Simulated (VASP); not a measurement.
# MgS (P6_3/mmc) in VASP: a series of runs, part 2 of 2

VASP 6.6.1.

## Step 3: Single point, PBE

This run uses another cell than the first one, of 21.11 Å³/atom, 1.039 times its volume.

Input file INCAR:

```
SYSTEM = MgS
ALGO = Normal
EDIFF = 1E-7
ENCUT = 520
GGA = PE
ISIF = 2
ISMEAR = 0
LASPH = .True.
LCHARG = .True.
LELF = .True.
LREAL = .False.
LVHAR = .True.
LWAVE = .False.
NBANDS = 16
NELM = 100
PREC = Accurate
SIGMA = 0.01
```

Input file KPOINTS:

```
k-points
0
Gamma
  6 6 4
  0 0 0
```

Input file POSCAR:

```
MgS
1.0
    4.2955415433      0.0000000000      0.0000000000
   -2.1477707716      3.7200480996      0.0000000000
    0.0000000000      0.0000000000      5.2850911870
Mg S
2 2
Direct
    0.3333333333      0.6666666667      0.2500000000
    0.6666666667      0.3333333333      0.7500000000
    0.6666666667      0.3333333333      0.2500000000
    0.3333333333      0.6666666667      0.7500000000
```

Potentials or basis: VASP PAW PBE potentials, release 64 (Mg, S).

Started as:

```bash
$ cat potpaw_PBE.64/Mg/POTCAR potpaw_PBE.64/S/POTCAR > POTCAR
$ mpirun -np 1 vasp_std > vasp.out
```

OUTCAR:

```text
SYSTEM = MgS
   EDIFF = 1E-7
   ENCUT = 520
   GGA = PE
   ISIF = 2
   ISMEAR = 0
   LASPH = .True.
   LREAL = .False.
   NELM = 100
   PREC = Accurate

 ion  position               nearest neighbor table
   1  0.333  0.667  0.250-   3 2.48   3 2.48   3 2.48   4 2.64   4 2.64   2 3.62   2 3.62   2 3.62
                             2 3.62   2 3.62   2 3.62
   2  0.667  0.333  0.750-   4 2.48   4 2.48   4 2.48   3 2.64   3 2.64   1 3.62   1 3.62   1 3.62
                             1 3.62   1 3.62   1 3.62
   3  0.667  0.333  0.250-   1 2.48   1 2.48   1 2.48   2 2.64   2 2.64
   4  0.333  0.667  0.750-   2 2.48   2 2.48   2 2.48   1 2.64   1 2.64

  LATTYP: Found a hexagonal cell.
 ALAT       =     4.2955415433
 C/A-ratio  =     1.2303666799

  Lattice vectors:

 A1 = (   4.2955415433,   0.0000000000,   0.0000000000)
 A2 = (  -2.1477707716,   3.7200480996,   0.0000000000)
 A3 = (   0.0000000000,   0.0000000000,   5.2850911870)

Analysis of symmetry for initial positions (statically):
=====================================================================
 Subroutine PRICEL returns:
 Original cell was already a primitive cell.

 Routine SETGRP: Setting up the symmetry group for a
 hexagonal supercell.

 Subroutine GETGRP returns: Found 24 space group operations
 (whereof 12 operations were pure point group operations)
 out of a pool of 24 trial point group operations.

The static configuration has the point symmetry D_3d.
 The point group associated with its full space group is D_6h.

Analysis of symmetry for dynamics (positions and initial velocities):
=====================================================================
 Subroutine PRICEL returns:
 Original cell was already a primitive cell.

 Routine SETGRP: Setting up the symmetry group for a
 hexagonal supercell.

 Subroutine GETGRP returns: Found 24 space group operations
 (whereof 12 operations were pure point group operations)
[... 123 lines left out ...]
     AMIX_MAG =   1.60;   BMIX_MAG =  1.00
  volume/ion in A,a.u.               =      21.11       142.48
  Fermi-wavevector in a.u.,A,eV,Ry     =   0.940247  1.776809 12.028420  0.884064
  Thomas-Fermi vector in A             =   2.067639
   LORBIT       =      0    0 simple, 1 ext, 2 COOP (PROOUT), +10 PAW based schemes
   GGA     = PE    functional components
   LHFCALC =     F    Hartree Fock is set to
   AEXX    =    0.0000 exact exchange contribution
   IVDW    =     0    specifies the selected vdW correction
   LEPSILON=     F    determine dielectric tensor
   LRPA    =     F    only Hartree local field effects (RPA)
 non-spin polarized calculation
 Gauss-broadening in eV      SIGMA  =   0.01
  energy-cutoff  :      520.00
  volume of cell :       84.45
 maximum number of plane-waves:      2304
 NGX is ok and might be reduce to    32
   NGX = 15   NGY = 15   NGZ = 19

 number of electron      16.0000001 magnetization

 Free energy of the ion-electron system (eV)
  ---------------------------------------------------
  ext. energy  EPLUGINS =         0.00000000
  ---------------------------------------------------
  free energy    TOTEN  =       -16.87580578 eV

  energy without entropy =      -16.87580578  energy(sigma->0) =      -16.87580578

 E-fermi :   2.4881     XC(G=0):  -8.6845

 val. band max:        2.3844811489   @ k =   0.0000   0.0000   0.0000
 cond. band min:       5.3799240014   @ k =   0.0000   0.0000   0.0000
 fundamental gap:      2.9954428525
 Fermi energy:         2.4881330282

 k-point     1 :       0.0000    0.0000    0.0000
  band No.  band energies     occupation
      1      -9.9500      2.00000
      2      -8.4811      2.00000
      3      -1.4600      2.00000
      4       0.3729      2.00000
      5       0.3729      2.00000
      6       1.5158      2.00000
[... 376 lines left out ...]
      3      -1.6819      2.00000
      4      -1.6819      2.00000
      5      -0.3039      2.00000
      6      -0.3039      2.00000
[... 8 lines left out ...]
     15      10.8446      0.00000
     16      10.8446      0.00000

------------------------ aborting loop because EDIFF is reached ----------------------------------------

  FORCE on cell =-STRESS in cart. coord.  units (eV):
  Direction    XX          YY          ZZ          XY          YZ          ZX
  --------------------------------------------------------------------------------------
  -------------------------------------------------------------------------------------
  Total        0.4768692      0.4768692      0.4720309      0.0000000      0.0000000      0.0000000
  in kB        9.0467142      9.0467142      8.9549278      0.0000000      0.0000000      0.0000000
  external PRESSURE =       9.0161187 kB  Pullay stress =       0.0000000 kB

 VOLUME and BASIS-vectors are now :
 -----------------------------------------------------------------------------
  energy-cutoff  :      520.00
  volume of cell :       84.45
      direct lattice vectors                 reciprocal lattice vectors
     4.295541543  0.000000000  0.000000000     0.232799518  0.134406864  0.000000000
    -2.147770772  3.720048100  0.000000000     0.000000000  0.268813729  0.000000000
     0.000000000  0.000000000  5.285091187     0.000000000  0.000000000  0.189211494

 POSITION                                       TOTAL-FORCE (eV/Angst)
 -----------------------------------------------------------------------------------
     -0.00000      2.48003      1.32127        -0.000000     -0.000000      0.000000
      2.14777      1.24002      3.96382        -0.000000      0.000000      0.000000
      2.14777      1.24002      1.32127        -0.000000      0.000000      0.000000
     -0.00000      2.48003      3.96382         0.000000      0.000000      0.000000
 -----------------------------------------------------------------------------------
    total drift:                                0.000000     -0.000000      0.000000

  FREE ENERGIE OF THE ION-ELECTRON SYSTEM (eV)
  ---------------------------------------------------
  free  energy   TOTEN  =       -16.8758057807 eV

  energy  without entropy=      -16.8758057807  energy(sigma->0) =      -16.87580578
```

OSZICAR:

```text
N       E                     dE             d eps       ncg     rms          rms(c)
DAV:   1     0.614912004893E+02    0.61491E+02   -0.60243E+03   672   0.812E+02
DAV:   2    -0.121185140796E+02   -0.73610E+02   -0.66747E+02   976   0.139E+02
DAV:   3    -0.178068983917E+02   -0.56884E+01   -0.56622E+01   896   0.418E+01
DAV:   4    -0.178762436546E+02   -0.69345E-01   -0.69331E-01   840   0.559E+00
DAV:   5    -0.178775565785E+02   -0.13129E-02   -0.13129E-02   904   0.784E-01    0.609E+00
DAV:   6    -0.169516774286E+02    0.92588E+00   -0.13560E+00   736   0.540E+00    0.469E+00
DAV:   7    -0.168663326926E+02    0.85345E-01   -0.40229E-01   840   0.299E+00    0.332E+00
DAV:   8    -0.168773213255E+02   -0.10989E-01   -0.38107E-02   736   0.126E+00    0.192E+00
DAV:   9    -0.168752846961E+02    0.20366E-02   -0.35630E-03   784   0.405E-01    0.407E-01
DAV:  10    -0.168757930184E+02   -0.50832E-03   -0.16612E-03   808   0.188E-01    0.125E-01
DAV:  11    -0.168757991441E+02   -0.61257E-05   -0.16214E-04   832   0.657E-02    0.617E-02
DAV:  12    -0.168758046066E+02   -0.54626E-05   -0.23396E-05   824   0.254E-02    0.167E-02
DAV:  13    -0.168758058462E+02   -0.12396E-05   -0.10500E-06   872   0.550E-03    0.133E-03
DAV:  14    -0.168758057807E+02    0.65473E-07   -0.44313E-08   680   0.128E-03
   1 F= -.16875806E+02 E0= -.16875806E+02  d E =-.858448E-51
```

stdout:

```text
POSCAR found type information on POSCAR MgS
 POSCAR found :  2 types and       4 ions
 scaLAPACK will be used
 LDA part: xc-table for (Slater+PW92), standard interpolation
 POSCAR, INCAR and KPOINTS ok, starting setup
 FFT: planning ... GRIDC
 FFT: planning ... GRID_SOFT
 FFT: planning ... GRID
 WAVECAR not read
 entering main loop
```

Wall time 15 s (1 thread of Intel Xeon 6975P-C (Granite Rapids), shared host); peak memory 0.19 GiB.

Results:

- Free energy: -16.8758 eV
- Pressure: 0.9 GPa
- Band gap on the k mesh: 3.00 eV, direct

Levels at points of the mesh, in eV from the valence-band top:
```tsv
k point	band 5	band 6	band 7	band 8	band 9	band 10	band 11	band 12
(0.00, 0.00, 0.00)	-2.01	-0.87	-0.87	0.00	3.00	3.01	6.03	6.03
(0.50, 0.00, 0.00)	-2.65	-2.54	-1.60	-0.80	3.36	5.29	6.12	6.48
(0.00, 0.00, 0.50)	-1.47	-1.47	-1.47	-1.47	4.63	4.63	5.98	5.98
(0.50, 0.00, 0.50)	-1.88	-1.88	-0.84	-0.84	4.50	4.50	6.45	6.45
```

A k mesh can miss the band edges.

## Step 4: Single point, PBEsol

This run uses another cell than the first one, of 20.95 Å³/atom, 1.031 times its volume.

Input file INCAR:

```
SYSTEM = MgS
PREC = Accurate ; ENCUT = 520
EDIFF = 1E-7 ; ISMEAR = -1
SIGMA = 0.02 ; LREAL = .FALSE.
LASPH = .TRUE. ; NELM = 60
ALGO = Normal ; ISIF = 2
LWAVE = .FALSE. ; LCHARG = .FALSE.
GGA = PS ; NBANDS = 16
```

Input file KPOINTS:

```
regular mesh
0
G
  6 6 4
  0 0 0
```

Input file POSCAR:

```
MgS
1.0
    4.2911050125      0.0000000000      0.0000000000
   -2.1455525062      3.7162059511      0.0000000000
    0.0000000000      0.0000000000      5.2557000703
Mg S
2 2
Direct
    0.3333333333      0.6666666667      0.2500000000
    0.6666666667      0.3333333333      0.7500000000
    0.6666666667      0.3333333333      0.2500000000
    0.3333333333      0.6666666667      0.7500000000
```

Started as:

```bash
$ cat potpaw_PBE.64/Mg/POTCAR potpaw_PBE.64/S/POTCAR > POTCAR
$ mpirun -np 1 vasp_std > vasp.out
```

It took 13 s on 1 thread of Intel Xeon 6975P-C (Granite Rapids), shared host; peak memory 0.19 GiB.

The run converged. Its results:

| Item | Value |
| --- | --- |
| Free energy | -17.8628 eV |
| Pressure | -0.1 GPa |
| Band gap on the k mesh | 2.88 eV, direct |

Levels at points of the mesh, in eV from the valence-band top:
```csv
k point,band 6,band 7,band 8,band 9,band 10,band 11
"(0.00, 0.00, 0.00)",-0.87,-0.87,0.00,2.88,2.95,5.93
"(0.50, 0.00, 0.00)",-2.55,-1.64,-0.78,3.25,5.26,5.99
"(0.00, 0.00, 0.50)",-1.49,-1.49,-1.49,4.56,4.56,5.87
"(0.50, 0.00, 0.50)",-1.91,-0.85,-0.85,4.39,4.39,6.43
```

Caveat: the PAW data sets were made with another functional, which shifts forces and pressure a little. A k mesh can miss the band edges.

## Step 5: Single point, PBE

This run uses another cell than the first one, of 21.49 Å³/atom, 1.057 times its volume.

Input file INCAR:

```
SYSTEM = MgS
  PREC = Accurate
  ENCUT = 520
  EDIFF = 1E-6
  ISMEAR = -1
  SIGMA = 0.02
  LREAL = .False.
  LASPH = .True.
  NELM = 60
  ALGO = Normal
  ISIF = 2
  LWAVE = .False.
  LCHARG = .False.
  GGA = PE
  NBANDS = 16
```

Input file KPOINTS:

```
regular mesh
0
Gamma
  6 6 4
  0 0 0
```

Input file POSCAR:

```
MgS
1.0
    4.3189567271      0.0000000000      0.0000000000
   -2.1594783635      3.7403262436      0.0000000000
    0.0000000000      0.0000000000      5.3202916223
Mg S
2 2
Direct
    0.3333333333      0.6666666667      0.2500000000
    0.6666666667      0.3333333333      0.7500000000
    0.6666666667      0.3333333333      0.2500000000
    0.3333333333      0.6666666667      0.7500000000
```

Started as:

```bash
$ cat potpaw_PBE.64/Mg/POTCAR potpaw_PBE.64/S/POTCAR > POTCAR
$ mpirun -np 1 vasp_std > vasp.out
```

Wall time 12 s (1 thread of Intel Xeon 6975P-C (Granite Rapids), shared host); peak memory 0.19 GiB.

Results (log left out):

```
Free energy            : -16.8794 eV
Pressure               : -0.2 GPa
Band gap on the k mesh : 2.91 eV, direct
```

Levels at points of the mesh, in eV from the valence-band top:
```tsv
k point	band 6	band 7	band 8	band 9	band 10	band 11
(0.00, 0.00, 0.00)	-0.85	-0.85	0.00	2.91	2.97	6.01
(0.50, 0.00, 0.00)	-2.51	-1.56	-0.79	3.36	5.21	6.12
(0.00, 0.00, 0.50)	-1.44	-1.44	-1.44	4.57	4.57	5.97
(0.50, 0.00, 0.50)	-1.85	-0.82	-0.82	4.48	4.48	6.40
```

A k mesh can miss the band edges. As with any semilocal functional, this PBE gap is likely too small.

## Step 6: Single point, r2SCAN

This run uses another cell than the first one, of 21.11 Å³/atom, 1.039 times its volume.

Input file POSCAR:

```
MgS
1.0
    4.2955415433      0.0000000000      0.0000000000
   -2.1477707716      3.7200480996      0.0000000000
    0.0000000000      0.0000000000      5.2850911870
Mg S
2 2
Direct
    0.3333333333      0.6666666667      0.2500000000
    0.6666666667      0.3333333333      0.7500000000
    0.6666666667      0.3333333333      0.2500000000
    0.3333333333      0.6666666667      0.7500000000
```

Input file INCAR.step1:

```
SYSTEM = MgS
  PREC = Accurate
  ENCUT = 520
  ISMEAR = -1
  SIGMA = 0.02
  LREAL = .FALSE.
  LASPH = .TRUE.
  NELM = 60
  NBANDS = 16
  GGA = PE
  ALGO = Normal
  EDIFF = 1E-4
  LWAVE = .TRUE.
  LCHARG = .FALSE.
```

Input file INCAR.step2:

```
SYSTEM = MgS
  PREC = Accurate
  ENCUT = 520
  EDIFF = 1E-6
  ISMEAR = -1
  SIGMA = 0.02
  LREAL = .FALSE.
  LASPH = .TRUE.
  NELM = 60
  ALGO = Normal
  ISIF = 2
  LWAVE = .FALSE.
  LCHARG = .FALSE.
  METAGGA = R2SCAN
  LMIXTAU = .TRUE.
  NBANDS = 16
  ISTART = 1
```

Input file KPOINTS:

```
Automatic mesh
0
G
  6 6 4
  0 0 0
```

Potentials or basis: VASP PAW PBE potentials, release 64 (Mg, S).

Started as:

```bash
$ cat potpaw_PBE.64/Mg/POTCAR potpaw_PBE.64/S/POTCAR > POTCAR
$ cp INCAR.step1 INCAR
$ mpirun -np 1 vasp_std > vasp.out
$ cp INCAR.step2 INCAR
$ mpirun -np 1 vasp_std > vasp.out
```

Wall time 51 s (1 thread of Intel Xeon 6975P-C (Granite Rapids), shared host); peak memory 0.21 GiB.

The run converged. Its results:

* Free energy: -30.8310 eV
* Pressure: -0.3 GPa
* Band gap on the k mesh: 3.63 eV, direct

Stress tensor (GPa, compression positive):
```
-0.38  0.00  0.00
 0.00 -0.38  0.00
 0.00  0.00 -0.30
```

Levels at points of the mesh, in eV from the valence-band top:
| k point | band 4 | band 5 | band 6 | band 7 | band 8 | band 9 | band 10 | band 11 | band 12 | band 13 |
| --- | --- | --- | --- | --- | --- | --- | --- | --- | --- | --- |
| (0.00, 0.00, 0.00) | -2.08 | -2.08 | -0.91 | -0.91 | 0.00 | 3.63 | 3.64 | 6.58 | 6.58 | 8.40 |
| (0.50, 0.00, 0.00) | -2.78 | -2.73 | -2.54 | -1.63 | -0.83 | 3.85 | 5.98 | 6.58 | 7.02 | 8.14 |
| (0.00, 0.00, 0.50) | -2.38 | -1.53 | -1.53 | -1.53 | -1.53 | 5.19 | 5.19 | 6.51 | 6.51 | 6.51 |
| (0.50, 0.00, 0.50) | -4.23 | -1.94 | -1.94 | -0.86 | -0.86 | 4.99 | 4.99 | 7.08 | 7.08 | 9.47 |

Caveat: the PAW data sets were made with another functional, which shifts forces and pressure a little.

## Step 7: Overview

```csv
level,potentials or basis,cell,smearing,gap on the mesh (eV),pressure (GPa)
LDA,"VASP PAW LDA potentials, release 64 (Mg, S)","a = 4.249, b = 4.249, c = 5.200 Å, angles 90.0, 90.0, 120.0°, 4 atoms",fermi-dirac 0.02 eV,2.85,-0.4
PBE,"VASP PAW PBE potentials, release 64 (Mg, S)","a = 4.296, b = 4.296, c = 5.285 Å, angles 90.0, 90.0, 120.0°, 4 atoms",gaussian 0.01 eV,3.00,0.9
PBEsol,"VASP PAW PBE potentials, release 64 (Mg, S)","a = 4.291, b = 4.291, c = 5.256 Å, angles 90.0, 90.0, 120.0°, 4 atoms",fermi-dirac 0.02 eV,2.88,-0.1
PBE,"VASP PAW PBE potentials, release 64 (Mg, S)","a = 4.319, b = 4.319, c = 5.320 Å, angles 90.0, 90.0, 120.0°, 4 atoms",fermi-dirac 0.02 eV,2.91,-0.2
r2SCAN,"VASP PAW PBE potentials, release 64 (Mg, S)","a = 4.296, b = 4.296, c = 5.285 Å, angles 90.0, 90.0, 120.0°, 4 atoms",fermi-dirac 0.02 eV,3.63,-0.3
```

Alike in all rows: task single point; no spin polarisation; k mesh 6 × 6 × 4; cutoff (eV) 520.

Caveats: the PAW data sets were made with another functional, which shifts forces and pressure a little (some runs).

Absolute energies hang on the potentials; compare differences alone.
